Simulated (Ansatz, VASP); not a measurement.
## One calculation of Tc, two programs

```
Tc
1.0
     0.00000    1.91267    1.91267
     1.91267    0.00000    1.91267
     1.91267    1.91267    0.00000
Tc
1
Direct
  0.00000 0.00000 0.00000
```

Alike in both runs: functional revPBE; dispersion D3(BJ); k mesh 13 × 13 × 13; no spin polarisation.

Ansatz relaxed the structure, and its values are those at the end. VASP's run is a single point on that final structure, the one shown.

```csv
,VASP,Ansatz
version,VASP 6.6.1,Ansatz 0.2.0
potentials or method,"VASP PAW PBE potentials, release 64 (Tc_pv)","plane waves, PAW"
plane-wave cutoff (eV),520,500
occupations,"methfessel-paxton of order 1, width 0.2 eV","cold, width 0.2 eV"
valence electrons in the cell,13,15
```

|  | VASP | Ansatz | Ansatz less VASP |
| --- | --- | --- | --- |
| pressure (GPa) | -0.7 | 0.0 | +0.68 |

VASP's potentials were made for PBE, not for revPBE. VASP's potentials hold 13 valence electrons a cell and Ansatz's 15, so a difference there can come from the potentials and not from the codes. Ansatz's warnings: force scf threshold loose, stress scf threshold loose.
